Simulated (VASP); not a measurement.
# BaZrO3: single point with LDA

BaZrO3:

```xyz
5
Lattice="4.1474 0.0000 0.0000 0.0000 4.1474 0.0000 0.0000 0.0000 4.1474" Properties=species:S:1:pos:R:3 pbc="T T T"
Ba    0.0000    0.0000    0.0000
Zr    2.0737    2.0737    2.0737
O     2.0737    2.0737    0.0000
O     2.0737    0.0000    2.0737
O     0.0000    2.0737    2.0737
```

| Quantity | Value |
| --- | --- |
| Program | VASP 6.6.1 |
| Task | single point |
| Functional | LDA |
| Potentials or basis | VASP PAW LDA potentials, release 64 (Ba_sv, Zr_sv, O) |
| Cutoff | 520 eV |
| k mesh | 6 × 6 × 6 |
| Occupations | fermi-dirac, width 0.05 eV |
| Spin | no spin polarisation |
| Dipole correction | no |
| Further INCAR settings | ALGO = Normal; EDIFF = 1e-06; NBANDS = 28 |

* Pressure: 1.5 GPa
* Band gap on the k mesh: 3.13 eV, indirect (least direct gap 3.31 eV)

Levels at points of the mesh, in eV from the valence-band top:
| k point | band 17 | band 18 | band 19 | band 20 | band 21 | band 22 | band 23 | band 24 |
| --- | --- | --- | --- | --- | --- | --- | --- | --- |
| (0.00, 0.00, 0.00) | -1.05 | -0.18 | -0.18 | -0.18 | 3.13 | 3.13 | 3.13 | 4.55 |
| (0.50, 0.00, 0.00) | -1.81 | -1.81 | -0.40 | -0.40 | 3.62 | 5.86 | 5.86 | 6.45 |
| (0.50, 0.50, 0.00) | -0.93 | -0.93 | -0.70 | -0.08 | 5.83 | 5.83 | 6.57 | 6.66 |
| (0.50, 0.50, 0.50) | -2.57 | 0.00 | 0.00 | 0.00 | 6.03 | 6.03 | 6.03 | 7.25 |

It took 16 s on 1 thread of Intel(R) Xeon(R) Platinum 8559C (Emerald Rapids), with other jobs on the host, peak memory 0.17 GiB.

Caveat: spin-orbit coupling is left out, which moves the levels of the heavy elements. As with any semilocal functional, this LDA gap is likely too small.
